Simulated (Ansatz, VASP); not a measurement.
# Si6Sn: VASP beside Ansatz

```
Si Sn
1.0
     7.32348    0.00000    0.00000
    -3.66174    6.34232    0.00000
     0.00000    0.00000    2.61859
Si Sn
6 1
Direct
  0.30863 0.45269 0.00000
  0.45269 0.14406 0.00000
  0.85594 0.30863 0.00000
  0.54731 0.85594 0.00000
  0.69137 0.54731 0.00000
  0.14406 0.69137 0.00000
  0.00000 0.00000 0.00000
```

Alike in both runs: functional PBE; k mesh 6 × 6 × 12; occupations gaussian, width 0.1 eV; no spin polarisation.

Ansatz relaxed the structure, and its values are those at the end. VASP's run is a single point on that final structure, the one shown.

```csv
,VASP,Ansatz
version,VASP 6.6.1,Ansatz 0.2.0
potentials or method,"VASP PAW PBE potentials, release 64 (Si, Sn_d), cutoff 520 eV","scalar-relativistic, plane waves, PAW"
valence electrons in the cell,38,38
```

```tsv
	VASP	Ansatz	Ansatz less VASP
gap on the k mesh at the Fermi level (eV)	none	none	-
pressure (GPa)	0.0	0.0	+0.05
rms of the force components (eV/Å)	0.004	0.003	-0.0010
```

A gap of «none» marks a metal or a gap that the smearing closes.
